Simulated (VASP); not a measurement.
Here is a VASP 6.6.1 calculation.

The input INCAR:

```
PREC = Accurate ; ENCUT = 520
EDIFF = 1E-6 ; ISMEAR = 1
SIGMA = 0.2 ; LREAL = False
LASPH = True ; NELM = 100
ALGO = Normal ; ISIF = 2
LWAVE = False ; LCHARG = False
GGA = PS ; IVDW = 13
NBANDS = 20
```

Contents of KPOINTS:

```
regular mesh
0
Gamma
  11 11 11
```

The input POSCAR:

```
MoS2
1.0
    1.5855000000      0.9153900000      6.1150000000
   -1.5855000000      0.9153900000      6.1150000000
    0.0000000000     -1.8307800000      6.1150000000
Mo S
1 2
Direct
    0.0000000000      0.0000000000      0.0000000000
    0.7500000000      0.7500000000      0.7500000000
    0.2500000000      0.2500000000      0.2500000000
```

Potentials or basis: VASP PAW PBE potentials, release 64 (Mo_sv, S).

Run with:

```sh
$ cat potpaw_PBE.64/Mo_sv/POTCAR potpaw_PBE.64/S/POTCAR > POTCAR
$ mpirun -np 1 vasp_std > vasp.out
```

(1) Estimate the largest force.

(2) Estimate the band gap on the k mesh.

(3) What does it give for the dispersion energy per atom?

Results:

(1) 0.774 eV/Å.

(2) zero (bands 13 and 14 overlap by 0.54 eV).

(3) -0.246 eV.

Caveat: the PAW data sets were made with another functional, which shifts forces and pressure a little.
